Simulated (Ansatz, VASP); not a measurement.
One calculation of AlN, two programs

Contents of INCAR:

```
ALGO = Normal
EDIFF = 1E-6
ENCUT = 520
GGA = PS
ISIF = 2
ISMEAR = 0
LASPH = T
LCHARG = F
LREAL = F
LWAVE = F
NBANDS = 16
NELM = 60
PREC = Accurate
SIGMA = 0.05
```

File KPOINTS:

```
k-points
0
Gamma
  9 9 6
```

The input POSCAR:

```
AlN
1.0
    3.2222000000      0.0000000000      0.0000000000
   -1.6111000000      2.7905070561      0.0000000000
    0.0000000000      0.0000000000      4.1814000000
Al N
2 2
Direct
    0.3333333333      0.6666666667      0.7500000000
    0.6666666667      0.3333333333      0.2500000000
    0.3333333333      0.6666666667      0.2500000000
    0.6666666667      0.3333333333      0.7500000000
```

Input for Ansatz:

```yaml
crystal:
  lattice:
    - [3.2222, 0.0, 0.0]
    - [-1.6111, 2.7905070561, 0.0]
    - [0.0, 0.0, 4.1814]
  atoms:
    - { symbol: Al, position: [0.3333333333, 0.6666666667, 0.75] }
    - { symbol: Al, position: [0.6666666667, 0.3333333333, 0.25] }
    - { symbol: "N", position: [0.3333333333, 0.6666666667, 0.25] }
    - { symbol: "N", position: [0.6666666667, 0.3333333333, 0.75] }
basis:
  ecutwfc: 520.0
kpoints:
  mp_grid: { grid: [9, 9, 6] }
hamiltonian:
  xc: pbesol
  pseudopotentials: { kind: paw, azcp: { folder: soft_1 } }
scf:
  occupations: { method: gaussian, width: 0.05 }
output:
  forces: true
  stress: true
  eigenvalues: true
```

Alike in both runs: task single point; functional PBEsol; k mesh 9 × 9 × 6; occupations gaussian, width 0.05 eV; no spin polarisation.

```csv
,VASP,Ansatz
version,VASP 6.6.1,Ansatz 0.2.0
potentials or method,"VASP PAW PBE potentials, release 64 (Al, N), cutoff 520 eV","scalar-relativistic, plane waves, PAW"
valence electrons in the cell,16,16
```

```tsv
	VASP	Ansatz	Ansatz less VASP
gap on the k mesh at the Fermi level (eV)	3.55	3.54	-0.016
least direct gap on the mesh (eV)	3.55	3.54	-0.016
pressure (GPa)	10.4	10.3	-0.07
traceless stress, the component that is largest in VASP (GPa)	-6.80	-6.72	+0.080
```

VASP's potentials were made for PBE, not for PBEsol, and Ansatz warns of the same on its side.
